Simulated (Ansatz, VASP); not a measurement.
One calculation of In, two programs

The input INCAR:

```
SYSTEM = In
PREC = Accurate
ENCUT = 520
EDIFF = 1E-6
ISMEAR = -1
SIGMA = 0.1
LREAL = .False.
LASPH = .True.
NELM = 80
ALGO = Normal
ISIF = 2
LWAVE = .False.
LCHARG = .False.
NBANDS = 20
```

Contents of KPOINTS:

```
Automatic mesh
0
Gamma
  12 12 7
  0 0 0
```

The input POSCAR:

```
In
1.0
    3.1367842478      0.0000000000      0.0000000000
   -1.5683921239      2.7165348448      0.0000000000
    0.0000000000      0.0000000000      5.1068905703
In
2
Direct
    0.3333333333      0.6666666667      0.2500000000
    0.6666666667      0.3333333333      0.7500000000
```

Input for Ansatz:

```yaml
crystal:
  lattice:
    - [3.1367842478, 0.0, 0.0]
    - [-1.5683921239, 2.7165348448, 0.0]
    - [0.0, 0.0, 5.1068905703]
  atoms:
    - { symbol: In, position: [0.3333333333, 0.6666666667, 0.25] }
    - { symbol: In, position: [0.6666666667, 0.3333333333, 0.75] }
hamiltonian:
  xc: lda
  pseudopotentials:
    kind: paw
    azcp:
      In: "pseudopotentials/In.paw.azcp"
basis:
  ecutwfc: 420
  fft_grid_basis: typed
kpoints:
  mp_grid: { grid: [12, 12, 7], shift: [0, 0, 0] }
magnetization:
  spin_polarized: false
scf:
  occupations: { method: fermi_dirac, width: 0.1 }
  lower_state_search: "off"
output:
  stress: true
```

Alike in both runs: task single point; functional LDA; k mesh 12 × 12 × 7; occupations fermi-dirac, width 0.1 eV; no spin polarisation.

|  | VASP | Ansatz |
| --- | --- | --- |
| version | VASP 6.6.1 | Ansatz 0.2.0 |
| potentials or method | VASP PAW LDA potentials, release 64 (In_d), cutoff 520 eV | plane waves (420 eV) with PAW, scalar-relativistic |
| valence electrons in the cell | 26 | 26 |

|  | VASP | Ansatz | Ansatz less VASP |
| --- | --- | --- | --- |
| pressure (GPa) | 8.8 | 8.7 | -0.10 |
| traceless stress, the component that is largest in VASP (GPa) | -0.49 | -0.50 | -0.009 |

Ansatz warns that its potentials were made for another functional, while VASP's fit it. LDA's correlation is that of Perdew and Zunger in VASP and of Perdew and Wang (1992) in Ansatz.
